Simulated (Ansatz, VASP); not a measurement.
**Sr2Li3Mo in VASP and in Ansatz**

INCAR

```
  PREC = Accurate
  ENCUT = 600
  EDIFF = 1E-6
  ISMEAR = 0
  SIGMA = 0.1
  LREAL = False
  LASPH = True
  NELM = 100
  ALGO = Fast
  ISIF = 3
  LWAVE = False
  LCHARG = False
  GGA = PE
  IBRION = 2
  NSW = 90
  EDIFFG = -0.04
```

The input KPOINTS:

```
Automatic mesh
0
Gamma
  6 6 2
```

Contents of POSCAR:

```
Sr2Li3Mo
1.0
    4.2685693900      0.0000000000      0.0000000000
   -2.1342847000      3.6966895300      0.0000000000
    0.0000000000      0.0000000000      8.2721548100
Li Sr Mo
3 2 1
Direct
    0.0000000000      0.0000000000      0.2343983500
    0.0000000000      0.0000000000      0.7656016500
    0.0000000000      0.0000000000      0.0000000000
    0.3333333300      0.6666666700      0.6438865100
    0.6666666700      0.3333333300      0.3561134900
    0.0000000000      0.0000000000      0.5000000000
```

Input for Ansatz:

```yaml
crystal:
  lattice:
    - [4.26856939, 0.0, 0.0]
    - [-2.1342847, 3.69668953, 0.0]
    - [0.0, 0.0, 8.27215481]
  atoms:
    - { symbol: Li, position: [0.0, 0.0, 0.23439835] }
    - { symbol: Li, position: [0.0, 0.0, 0.76560165] }
    - { symbol: Li, position: [0.0, 0.0, 0.0] }
    - { symbol: Sr, position: [0.33333333, 0.66666667, 0.64388651] }
    - { symbol: Sr, position: [0.66666667, 0.33333333, 0.35611349] }
    - { symbol: Mo, position: [0.0, 0.0, 0.5] }
basis:
  ecutwfc: 420
kpoints:
  mp_grid: { grid: [6, 6, 2] }
hamiltonian:
  xc: pbe
scf:
  occupations: { method: gaussian, width: 0.1 }
  lower_state_search: "off"
output:
  forces: true
  stress: true
  eigenvalues: true
relax:
  adjacent_minimum: "off"
  f_tol: 0.04
  max_steps: 70
  cell: { stress_tol: 0.4 }
```

Alike in both runs: task relaxation of cell and atoms; functional PBE; k mesh 6 × 6 × 2; occupations gaussian, width 0.1 eV; no spin polarisation.

|  | VASP | Ansatz |
| --- | --- | --- |
| version | VASP 6.6.1 | Ansatz 0.2.0 |
| potentials or method | VASP PAW PBE potentials, release 64 (Li_sv, Sr_sv, Mo_sv), cutoff 600 eV | scalar-relativistic, plane waves, PAW |
| valence electrons in the cell | 43 | 43 |

Ansatz gave:

```
gap on the k mesh at the Fermi level, each at its own relaxed structure (eV) : none
relaxed volume (Å³/atom)                                                     : 42.56
relaxed cell length with the largest relative difference (Å)                 : 11.643
```

Task: Estimate VASP's values.

Result: gap on the k mesh at the Fermi level, each at its own relaxed structure (eV): none; relaxed volume (Å³/atom): 38.35; relaxed cell length with the largest relative difference (Å): 10.711.

A gap of «none» marks a metal or a gap that the smearing closes. One of these differences is far larger than is usual between the two programs; its cause wasn't traced.

The k mesh is coarse, so the values compare programs but aren't converged. Noted on VASP's run: the cutoff is short for stress, so the pressure is rough; the volume moved by over 15 % at a fixed basis, so the end points are rough.
